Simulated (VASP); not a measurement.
**Ge2Sb2Te5: single point with PBE**

Ge2Sb2Te5:

```
CELL_PARAMETERS angstrom
4.46300 0.00000 0.00000
-2.23150 3.86507 0.00000
0.00000 0.00000 17.18220
ATOMIC_POSITIONS crystal
Ge 0.00000 0.00000 0.33147
Ge 0.00000 0.00000 0.66853
Sb 0.33333 0.66667 0.11216
Sb 0.66667 0.33333 0.88784
Te 0.00000 0.00000 0.00000
Te 0.33333 0.66667 0.79136
Te 0.66667 0.33333 0.20864
Te 0.33333 0.66667 0.40975
Te 0.66667 0.33333 0.59025
```

```
Program             : VASP 6.6.1
Task                : single point
Functional          : PBE
Potentials or basis : VASP PAW PBE potentials, release 64 (Ge_d, Sb, Te)
Cutoff              : 520 eV
k mesh              : 9 × 9 × 2
Occupations         : gaussian, width 0.03 eV
Spin                : no spin polarisation
```

- Pressure: -1.9 GPa
- Largest force: 0.079 eV/Å
- Band gap on the k mesh: 0.17 eV (least direct gap 0.26 eV)

Forces on the atoms (eV/Å):
```
Ge   0.000  0.000  0.079
Ge   0.000  0.000 -0.079
Sb   0.000  0.000  0.049
Sb   0.000  0.000 -0.049
Te   0.000  0.000  0.000
Te   0.000  0.000  0.067
Te   0.000  0.000 -0.067
Te   0.000  0.000  0.039
Te   0.000  0.000 -0.039
```

Stress tensor (GPa, compression positive):
```
-2.81  0.00  0.00
 0.00 -2.81  0.00
 0.00  0.00  0.03
```

Levels at points of the mesh, in eV from the valence-band top:
```
           k point  band 30  band 31  band 32  band 33  band 34  band 35  band 36  band 37  band 38  band 39
(0.00, 0.00, 0.00)    -1.31    -1.25    -1.25    -1.14    -0.28     0.17     0.17     0.44     0.93     1.18
(0.00, 0.00, 0.50)    -1.36    -1.28    -1.28    -1.14    -0.28     0.20     0.20     0.44     0.93     1.10
```

It took 13 min on 1 thread of Oxide Virtual Turin-like Processor (shared host), peak memory 0.55 GiB.

Caveat: semilocal functionals underestimate gaps, and a narrow one can read as zero; spin-orbit coupling is left out, which moves the levels of the heavy elements; this functional lacks dispersion, which binds layers or chains, so the pressure and a relaxed spacing across them are unreliable. A k mesh can miss the band edges.
